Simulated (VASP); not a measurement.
# C (a cell with a defect) in VASP: single point with PBEsol

Aim: the single point of C (a cell with a defect) with PBEsol.

Everything below comes from runs of VASP 6.6.1. Logs are shortened: lines on timing, memory, paths and dates and some standing lists are left out, and cuts for length are marked.

## (1) The cell of the first run

The cell holds a defect, 63 atoms: a = 7.140 Å, b = 7.140 Å, c = 7.140 Å, α = 90.00°, β = 90.00°, γ = 90.00°.

## (2) Single point, PBEsol

INCAR reads:

```
SYSTEM = C
PREC = Accurate ; ENCUT = 520
EDIFF = 1E-6 ; ISMEAR = 0
SIGMA = 0.05 ; LREAL = Auto
LASPH = .TRUE. ; NELM = 120
ALGO = Normal ; ISIF = 2
LWAVE = .FALSE. ; LCHARG = .TRUE.
GGA = PS ; LELF = .TRUE.
LVHAR = .TRUE. ; NELECT = 254.0
NBANDS = 163 ; GGA_COMPAT = .FALSE.
```

KPOINTS reads:

```
Automatic mesh
0
G
  2 2 2
  0 0 0
```

POSCAR reads:

```
C
1.0
    7.1400000000      0.0000000000      0.0000000000
    0.0000000000      7.1400000000      0.0000000000
    0.0000000000      0.0000000000      7.1400000000
C
63
Direct
    0.4984306723      0.0003028011      0.0009810924
    0.6250253501      0.1269443978      0.1241355742
    0.7498666667      0.2492243697     -0.0006494398
    0.8758971989      0.3757995798      0.1260309524
    0.7492204482      0.0031240896      0.2490110644
    0.8763156863      0.1258148459      0.3719719888
   -0.0022233894     -0.0026432773     -0.0036936975
    0.1240427171      0.1236354342      0.1224519608
    0.2497557423      0.2492722689     -0.0005320728
    0.3760131653      0.3755759104      0.1257266106
    0.5017107843      0.5011946779      0.0027333333
    0.6278785714      0.6274787115      0.1289162465
    0.7508960784      0.7504113445     -0.0000208683
    0.8747896359      0.8744610644      0.1253151261
    0.2512680672      0.0003028011      0.2481434174
    0.3744224090      0.1269446779      0.3747389356
    0.5016605042      0.2525981793      0.2513729692
    0.6279931373      0.3787334734      0.3777058824
    0.7545306723      0.5066173669      0.2568537815
    0.8885854342      0.6291822129      0.3795920168
    0.4992978992      0.0031233894      0.4989341737
    0.6222596639      0.1258161064      0.6260295518
    0.7509256303      0.2496736695      0.5006406162
    0.8749046218      0.3749859944      0.6246197479
    0.7372379552     -0.0040196078      0.7463004202
    0.8711589636      0.1183775910      0.8685915966
    0.0007294118      0.4979756303      0.0011130252
    0.1272556022      0.6246355742      0.1242624650
    0.2494637255      0.7494882353     -0.0008235294
    0.3760002801      0.8753941176      0.1257133053
    0.0006633053      0.2508050420      0.2482190476
    0.1272845938      0.3739773109      0.3747508403
    0.2530215686      0.5011955182      0.2514219888
    0.3792044818      0.6274784314      0.3775903361
    0.5067028011      0.7543722689      0.2564162465
    0.6285470588      0.8881334734      0.3782603641
   -0.0034159664     -0.0040222689      0.4869509804
    0.1188768908      0.1183771709      0.6208735294
    0.2496365546      0.2492239496      0.4995796919
    0.3763187675      0.3758000000      0.6256089636
    0.5071371148      0.5066152661      0.5042460784
    0.6298771709      0.6291791317      0.6382992997
    0.8135072829      0.8111634454      0.5632137255
    0.2465927171     -0.0026439776      0.7474899160
    0.3727392157      0.1236350140      0.8737557423
    0.4985053221      0.2508043417      0.7503764706
    0.6250373950      0.3739774510      0.8769997199
    0.7495068627      0.4987331933      0.7534315126
    0.8764236695      0.6215896359      0.8762212885
    0.0035305322      0.7489306723      0.2492516807
    0.1264844538      0.8760358543      0.3719380952
    0.0037187675      0.4987338936      0.4992198880
    0.1265103641      0.6215890756      0.6261359944
    0.2502642857      0.7504120448      0.5006098039
    0.3756032213      0.8744609244      0.6245023810
   -0.0020948179      0.2460600840      0.7476179272
    0.1241407563      0.3722768908      0.8738540616
    0.2514001401      0.4979767507      0.7504424370
    0.3745497199      0.6246352941      0.8769677871
    0.4995380952      0.7489308123      0.7532443978
    0.6222253501      0.8760354342      0.8761963585
   -0.0035953782      0.7366425770      0.7461179272
    0.1186663866      0.8706151261      0.8683787115
```

Potentials or basis: VASP PAW PBE potentials, release 64 (C).

Run with:

```console
$ cat potpaw_PBE.64/C/POTCAR > POTCAR
$ mpirun -np 1 vasp_std > vasp.out
```

OUTCAR:

```text
SYSTEM = C
   PREC = Accurate
   ENCUT = 520
   EDIFF = 1E-6
   ISMEAR = 0
   LREAL = Auto
   LASPH = .TRUE.
   NELM = 120
   ISIF = 2
   GGA = PS
   NELECT = 254.0

 ion  position               nearest neighbor table
   1  0.498  0.000  0.001-  30 1.53  61 1.54  45 1.55   2 1.55
   2  0.625  0.127  0.124-   3 1.53   5 1.54  17 1.55   1 1.55
   3  0.750  0.249  0.999-   2 1.53  47 1.53   4 1.56  26 1.58
   4  0.876  0.376  0.126-  27 1.53  31 1.53   3 1.56  19 1.58
   5  0.749  0.003  0.249-  36 1.51   6 1.54   2 1.54  14 1.56
   6  0.876  0.126  0.372-  37 1.51   5 1.54  31 1.54  23 1.56
[... 34 lines left out ...]
  41  0.507  0.507  0.504-  18 1.55  34 1.55  42 1.57  40 1.58
  42  0.630  0.629  0.638-  60 1.51  48 1.51  41 1.57  43 1.92
  43  0.814  0.811  0.563-  62 1.92  20 1.92  42 1.92  37 1.94  25 1.94  36 1.95
  44  0.247  0.997  0.747-  55 1.55  38 1.55  63 1.55  45 1.56
  45  0.373  0.124  0.874-   9 1.54   1 1.55  46 1.55  44 1.56
  46  0.499  0.251  0.750-  40 1.53  22 1.54  45 1.55  47 1.55
  47  0.625  0.374  0.877-   3 1.53  48 1.54  11 1.55  46 1.55
  48  0.750  0.499  0.753-  42 1.51  49 1.54  47 1.54  24 1.56
  49  0.876  0.622  0.876-  62 1.51  48 1.54  27 1.54  13 1.56
[... 12 lines left out ...]
  62  0.996  0.737  0.746-  49 1.51  53 1.51  63 1.56  43 1.92
  63  0.119  0.871  0.868-  44 1.55   7 1.55  62 1.56  29 1.58

  LATTYP: Found a simple cubic cell.
 ALAT       =     7.1400000000

  Lattice vectors:

 A1 = (   7.1400000000,   0.0000000000,   0.0000000000)
 A2 = (   0.0000000000,   7.1400000000,   0.0000000000)
 A3 = (   0.0000000000,   0.0000000000,   7.1400000000)

Analysis of symmetry for initial positions (statically):
=====================================================================
 Subroutine PRICEL returns:
 Original cell was already a primitive cell.

 Routine SETGRP: Setting up the symmetry group for a
 simple cubic supercell.

 Subroutine GETGRP returns: Found  2 space group operations
 (whereof  1 operations were pure point group operations)
 out of a pool of 48 trial point group operations.

The static configuration has the point symmetry C_1 .
 The point group associated with its full space group is C_1h.

Analysis of symmetry for dynamics (positions and initial velocities):
=====================================================================
 Subroutine PRICEL returns:
 Original cell was already a primitive cell.

 Routine SETGRP: Setting up the symmetry group for a
 simple cubic supercell.

 Subroutine GETGRP returns: Found  2 space group operations
 (whereof  1 operations were pure point group operations)
 out of a pool of 48 trial point group operations.

The dynamic configuration has the point symmetry C_1 .
 The point group associated with its full space group is C_1h.

 Subroutine INISYM returns: Found  2 space group operations
 (whereof  1 operations are pure point group operations),
 and found     1 'primitive' translations

----------------------------------------------------------------------------------------

                                     Primitive cell

  volume of cell :     363.9943

  direct lattice vectors                    reciprocal lattice vectors
     7.140000000  0.000000000  0.000000000     0.140056022  0.000000000  0.000000000
     0.000000000  7.140000000  0.000000000     0.000000000  0.140056022  0.000000000
     0.000000000  0.000000000  7.140000000     0.000000000  0.000000000  0.140056022

  length of vectors
     7.140000000  7.140000000  7.140000000     0.140056022  0.140056022  0.140056022

  position of ions in fractional coordinates (direct lattice)
     0.498430672  0.000302801  0.000981092
     0.625025350  0.126944398  0.124135574
     0.749866667  0.249224370  0.999350560
     0.875897199  0.375799580  0.126030952
     0.749220448  0.003124090  0.249011064
     0.876315686  0.125814846  0.371971989
[... 55 lines left out ...]
     0.996404622  0.736642577  0.746117927
     0.118666387  0.870615126  0.868378712

  ion indices of the primitive-cell ions
   primitive index   ion index
                 1           1
                 2           2
                 3           3
                 4           4
                 5           5
                 6           6
[... 55 lines left out ...]
                62          62
                63          63

----------------------------------------------------------------------------------------

 KPOINTS: Automatic mesh

Automatic generation of k-mesh.
 Grid dimensions read from file:
 generate k-points for:    2    2    2

 Generating k-lattice:

  Cartesian coordinates                     Fractional coordinates (reciprocal lattice)
     0.070028011  0.000000000  0.000000000     0.500000000  0.000000000  0.000000000
     0.000000000  0.070028011  0.000000000     0.000000000  0.500000000  0.000000000
     0.000000000  0.000000000  0.070028011     0.000000000  0.000000000  0.500000000

  Length of vectors
     0.070028011  0.070028011  0.070028011

  Shift w.r.t. Gamma in fractional coordinates (k-lattice)
     0.000000000  0.000000000  0.000000000

 Subroutine IBZKPT returns following result:
 ===========================================

 Found      6 irreducible k-points:

 Following reciprocal coordinates:
            Coordinates               Weight
  0.000000  0.000000  0.000000      1.000000
  0.500000  0.000000  0.000000      2.000000
  0.000000  0.500000  0.000000      1.000000
  0.500000  0.500000  0.000000      2.000000
  0.500000  0.000000  0.500000      1.000000
  0.500000  0.500000  0.500000      1.000000
   k-points           NKPTS =      6   k-points in BZ     NKDIM =      6   number of bands    NBANDS=    163
   number of dos      NEDOS =    301   number of ions     NIONS =     63
   total plane-waves  NPLWV = 157464
   dimension x,y,z NGX =    54 NGY =   54 NGZ =   54
   dimension x,y,z NGXF=   108 NGYF=  108 NGZF=  108
   ions per type =              63
   NGX,Y,Z   is equivalent  to a cutoff of  12.57, 12.57, 12.57 a.u.
   NGXF,Y,Z  is equivalent  to a cutoff of  25.15, 25.15, 25.15 a.u.
 SYSTEM =  C
   PREC   = accura    normal or accurate (medium, high low for compatibility)
   ISTART =      0    job   : 0-new  1-cont  2-samecut
   ICHARG =      2    charge: 1-file 2-atom 10-const
   ISPIN  =      1    spin polarized calculation?
   LNONCOLLINEAR =      F non collinear calculations
   LSORBIT =      F    spin-orbit coupling
   LASPH  =      T    aspherical Exc in radial PAW
   ENCUT  =  520.0 eV  38.22 Ry    6.18 a.u.  13.28 13.28 13.28*2*pi/ulx,y,z
   NELM   =    120;   NELMIN=  2; NELMDL= -5     # of ELM steps
   EDIFF  = 0.1E-05   stopping-criterion for ELM
   LREAL  =      T    real-space projection
   EDIFFG = 0.1E-04   stopping-criterion for IOM
   NSW    =      0    number of steps for IOM
   IBRION =     -1    ionic relax: 0-MD 1-quasi-New 2-CG
   NFREE  =      0    steps in history (QN), initial steepest desc. (CG)
   ISIF   =      2    stress and relaxation
   ISYM   =      2    0-nonsym 1-usesym 2-fastsym
   POTIM  = 0.5000    time-step for ionic-motion
   TEBEG  =    0.0;   TEEND  =   0.0 temperature during run
   PSTRESS=    0.0 pullay stress
   NELECT =     254.0000    total number of electrons
   NUPDOWN=      -1.0000    fix difference up-down
   EMIN   =  10.00;   EMAX   =-10.00  energy-range for DOS
   EFERMI =   0.00;   METHOD = LEGACY
   ISMEAR =     0;   SIGMA  =   0.05  broadening in eV -4-tet -1-fermi 0-gaus
   EFERMI_NEDOS =   21; number of points for ismear=-14 and -15
   IALGO  =     38    algorithm
   IMIX   =      4    mixing-type and parameters
     AMIX     =   0.40;   BMIX     =  1.00
     AMIX_MAG =   1.60;   BMIX_MAG =  1.00
  volume/ion in A,a.u.               =       5.78        38.99
  Fermi-wavevector in a.u.,A,eV,Ry     =   1.452071  2.744016 28.688024  2.108510
  Thomas-Fermi vector in A             =   2.569495
   LORBIT       =      0    0 simple, 1 ext, 2 COOP (PROOUT), +10 PAW based schemes
   GGA     = PS    functional components
   LHFCALC =     F    Hartree Fock is set to
   AEXX    =    0.0000 exact exchange contribution
   IVDW    =     0    specifies the selected vdW correction
   LEPSILON=     F    determine dielectric tensor
   LRPA    =     F    only Hartree local field effects (RPA)
 non-spin polarized calculation
 Gauss-broadening in eV      SIGMA  =   0.05
  energy-cutoff  :      520.00
  volume of cell :      363.99
 maximum number of plane-waves:      9808
 NGX is ok and might be reduce to    54
   NGX = 27   NGY = 27   NGZ = 27

 number of electron     253.9999996 magnetization

 Free energy of the ion-electron system (eV)
  ---------------------------------------------------
  ext. energy  EPLUGINS =         0.00000000
  ---------------------------------------------------
  free energy    TOTEN  =      -574.85252795 eV

  energy without entropy =     -574.85252795  energy(sigma->0) =     -574.85252795

 E-fermi :  11.7985     XC(G=0): -13.3906

 val. band max:       11.5261649596   @ k =   0.0000   0.0000   0.0000
 cond. band min:      12.6819476733   @ k =   0.0000   0.5000   0.0000
 fundamental gap:      1.1557827137
 Fermi energy:        11.7984895480

 k-point     1 :       0.0000    0.0000    0.0000
  band No.  band energies     occupation
      1     -12.0310      2.00000
      2      -9.8448      2.00000
      3      -9.8441      2.00000
      4      -9.8210      2.00000
      5      -9.8198      2.00000
      6      -9.6303      2.00000
[... 841 lines left out ...]
    138      15.2402      0.00000
    139      15.2458      0.00000
 [bands above 139 left out]

------------------------ aborting loop because EDIFF is reached ----------------------------------------

  FORCE on cell =-STRESS in cart. coord.  units (eV):
  Direction    XX          YY          ZZ          XY          YZ          ZX
  --------------------------------------------------------------------------------------
  -------------------------------------------------------------------------------------
  Total       12.2103460     12.0127646     12.2103460    -13.7537496    -13.7537495    -13.4946850
  in kB       53.7457238     52.8760389     53.7457238    -60.5392533    -60.5392531    -59.3989405
  external PRESSURE =      53.4558289 kB  Pullay stress =       0.0000000 kB

 VOLUME and BASIS-vectors are now :
 -----------------------------------------------------------------------------
  energy-cutoff  :      520.00
  volume of cell :      363.99
      direct lattice vectors                 reciprocal lattice vectors
     7.140000000  0.000000000  0.000000000     0.140056022  0.000000000  0.000000000
     0.000000000  7.140000000  0.000000000     0.000000000  0.140056022  0.000000000
     0.000000000  0.000000000  7.140000000     0.000000000  0.000000000  0.140056022

 POSITION                                       TOTAL-FORCE (eV/Angst)
 -----------------------------------------------------------------------------------
      3.55880      0.00216      0.00700        -0.001064     -0.099544     -0.009105
      4.46268      0.90638      0.88633         0.096803     -0.005296      0.009585
      5.35405      1.77946      7.13536        -0.191270      0.002472      0.009297
      6.25391      2.68321      0.89986         0.180270      0.000064     -0.009492
      5.34943      0.02231      1.77794        -0.090282      0.077304     -0.021398
      6.25689      0.89832      2.65588         0.083460      0.019082     -0.088257
[... 55 lines left out ...]
      7.11433      5.25963      5.32728        -0.241492      0.035382     -0.241492
      0.84728      6.21619      6.20022         0.158789      0.247108      0.158789
 -----------------------------------------------------------------------------------
    total drift:                               -0.041725      0.001649     -0.012710

  FREE ENERGIE OF THE ION-ELECTRON SYSTEM (eV)
  ---------------------------------------------------
  free  energy   TOTEN  =      -574.8525279461 eV

  energy  without entropy=     -574.8525279461  energy(sigma->0) =     -574.85252795
```

Wall time 19 min (1 thread of Oxide Virtual Turin-like, shared host); peak memory 0.48 GiB.

What came out:

```yaml
Free_energy: -574.8525 eV
Largest_force: 0.343 eV/Å
```

Forces in eV/Å, atoms in the order of the input:
```
C   -0.001 -0.100 -0.009
C    0.097 -0.005  0.010
C   -0.191  0.002  0.009
C    0.180  0.000 -0.009
C   -0.090  0.077 -0.021
C    0.083  0.019 -0.088
C   -0.045 -0.053 -0.068
C    0.083  0.075  0.006
C   -0.066 -0.065 -0.066
C    0.061  0.068  0.061
C   -0.090 -0.070 -0.004
C    0.045  0.060  0.066
C    0.020  0.025  0.124
C   -0.013 -0.035 -0.120
C   -0.009 -0.100 -0.001
C    0.010 -0.005  0.097
C   -0.072  0.003 -0.072
C    0.035  0.066  0.035
C   -0.192 -0.130 -0.134
C   -0.061  0.160  0.171
C   -0.021  0.077 -0.090
C   -0.088  0.019  0.083
C    0.020  0.120  0.020
C   -0.006 -0.126 -0.006
C    0.059 -0.162 -0.158
C    0.200  0.142  0.140
C   -0.083  0.009 -0.004
C   -0.003  0.077  0.012
C    0.007 -0.211  0.007
C   -0.018  0.225 -0.018
C   -0.095 -0.011  0.000
C    0.002  0.015  0.097
C   -0.004 -0.070 -0.090
C    0.066  0.060  0.045
C   -0.148 -0.251 -0.148
C    0.203 -0.052  0.203
C   -0.158 -0.162  0.059
C    0.140  0.142  0.200
C    0.009  0.002 -0.191
C   -0.009  0.000  0.180
C   -0.134 -0.130 -0.192
C    0.171  0.160 -0.061
C    0.011 -0.035  0.011
C   -0.068 -0.053 -0.045
C    0.006  0.075  0.083
C    0.000 -0.011 -0.095
C    0.097  0.015  0.002
C   -0.091 -0.008  0.077
C    0.079 -0.087  0.039
C    0.108 -0.048 -0.041
C    0.019  0.064 -0.089
C    0.077 -0.008 -0.091
C    0.039 -0.087  0.079
C    0.124  0.025  0.020
C   -0.120 -0.035 -0.013
C   -0.053 -0.057 -0.053
C    0.082  0.002  0.082
C   -0.004  0.009 -0.083
C    0.012  0.077 -0.003
C   -0.041 -0.048  0.108
C   -0.089  0.064  0.019
C   -0.241  0.035 -0.241
C    0.159  0.247  0.159
```

Caveat: the k points lie up to 0.44 Å⁻¹ apart; the cell carries a net charge on a neutralising background, which shifts energy and pressure; the cell is charged against a uniform background, so pressure and absolute levels hang on convention; the PAW data sets were made with another functional, which shifts forces and pressure a little.
